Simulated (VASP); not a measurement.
Here is a VASP 6.6.1 calculation.

INCAR

```
ALGO = Normal ; EDIFF = 1E-6
ENCUT = 520 ; GGA = PE
ISIF = 2 ; ISMEAR = 0
LASPH = T ; LCHARG = T
LELF = T ; LREAL = F
LVHAR = T ; LWAVE = F
NBANDS = 40 ; NELM = 100
PREC = Accurate ; SIGMA = 0.1
```

The input KPOINTS:

```
k-points
0
Gamma
  6 6 6
```

POSCAR

```
Cd3Cl3O
1.0
    3.9116054197      2.2583664420      3.1282752040
   -3.9116054197      2.2583664420      3.1282752040
    0.0000000000     -4.5167328841      3.1282752040
Cd Cl O
3 3 1
Direct
    0.5087777859      0.0686826763      0.5087777859
    0.5087777859      0.5087777859      0.0686826763
    0.0686826763      0.5087777859      0.5087777859
    0.9856892775      0.9856892775      0.4826757011
    0.4826757011      0.9856892775      0.9856892775
    0.9856892775      0.4826757011      0.9856892775
    0.4611928637      0.4611928637      0.4611928637
```

Potentials or basis: VASP PAW PBE potentials, release 64 (Cd, Cl, O).

Launch:

```bash
$ cat potpaw_PBE.64/Cd/POTCAR potpaw_PBE.64/Cl/POTCAR potpaw_PBE.64/O/POTCAR > POTCAR
$ mpirun -np 1 vasp_std > vasp.out
```

Task: Estimate the band gap on the k mesh.

Result: Zero (an odd number of electrons rules out a gap without spin polarisation).

Task: Predict the pressure.

Result: 0.3 GPa.

Task: Estimate the largest force.

Result: 0.134 eV/Å.

Forces on the atoms (eV/Å):
```
Cd   0.075 -0.043 -0.046
Cd   0.000  0.087 -0.046
Cd  -0.075 -0.043 -0.046
Cl   0.000  0.005  0.001
Cl  -0.005 -0.003  0.001
Cl   0.005 -0.003  0.001
O    0.000  0.000  0.134
```

Caveat: an odd number of electrons without spin polarisation forces a metal; a magnetic or distorted state may lie lower.
